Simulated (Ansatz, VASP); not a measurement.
**Two plane-wave programs on C**

```
C
1.0
     3.56028    0.00000    0.00000
     0.00000   -3.56028    0.00000
     0.00000    0.00000   -3.56028
C
8
Direct
  0.50000 0.00000 0.02809
  0.00000 0.50000 0.00000
  0.00000 0.00000 0.50000
  0.50000 0.50000 0.50000
  0.75000 0.75000 0.75000
  0.25000 0.25000 0.75000
  0.25000 0.75000 0.25000
  0.75000 0.25000 0.25000
```

Alike in both runs: task single point; functional r2SCAN; k mesh 6 × 6 × 6; occupations gaussian, width 0.05 eV; no spin polarisation.

```csv
,VASP,Ansatz
version,VASP 6.6.1,Ansatz 0.2.0
potentials or method,"VASP PAW PBE potentials, release 64 (C), cutoff 520 eV","scalar-relativistic, plane waves, PAW"
valence electrons in the cell,32,32
```

```csv
,VASP,Ansatz,Ansatz less VASP
gap on the k mesh at the Fermi level (eV),3.89,3.92,+0.029
least direct gap on the mesh (eV),4.05,4.08,+0.025
pressure (GPa),2.2,1.1,-1.12
"traceless stress, the component that is largest in VASP (GPa)",-0.99,-0.87,+0.125
rms of the force components (eV/Å),1.059,1.054,-0.0051
```

VASP's potentials were made for PBE, not for r2SCAN. Atom by atom the forces differ by 0.008 eV/Å (rms over components).
